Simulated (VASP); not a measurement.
Here is a VASP 6.6.1 calculation.

The input INCAR:

```
  PREC = Accurate
  ENCUT = 600
  EDIFF = 1E-6
  ISMEAR = 0
  SIGMA = 0.02
  LREAL = False
  LASPH = True
  NELM = 120
  ALGO = Normal
  ISIF = 2
  LWAVE = False
  LCHARG = False
  GGA = PE
  NBANDS = 15
  GGA_COMPAT = False
```

File KPOINTS:

```
Automatic mesh
0
Gamma
  8 8 8
```

The input POSCAR:

```
CaO
1.0
    0.0000000000      2.4153651135      2.4153651135
    2.4153651135      0.0000000000      2.4153651135
    2.4153651135      2.4153651135      0.0000000000
Ca O
1 1
Direct
    0.0000000000      0.0000000000      0.0000000000
    0.5000000000      0.5000000000      0.5000000000
```

Potentials or basis: VASP PAW PBE potentials, release 64 (Ca_sv, O).

Run with:

```sh
$ cat potpaw_PBE.64/Ca_sv/POTCAR potpaw_PBE.64/O/POTCAR > POTCAR
$ mpirun -np 1 vasp_std > vasp.out
```

Task: What does it give for the band gap on the k mesh?

Result: 3.64 eV, indirect (least direct gap 4.02 eV).

Task: Estimate the pressure.

Result: 0.4 GPa.

A k mesh can miss the band edges.
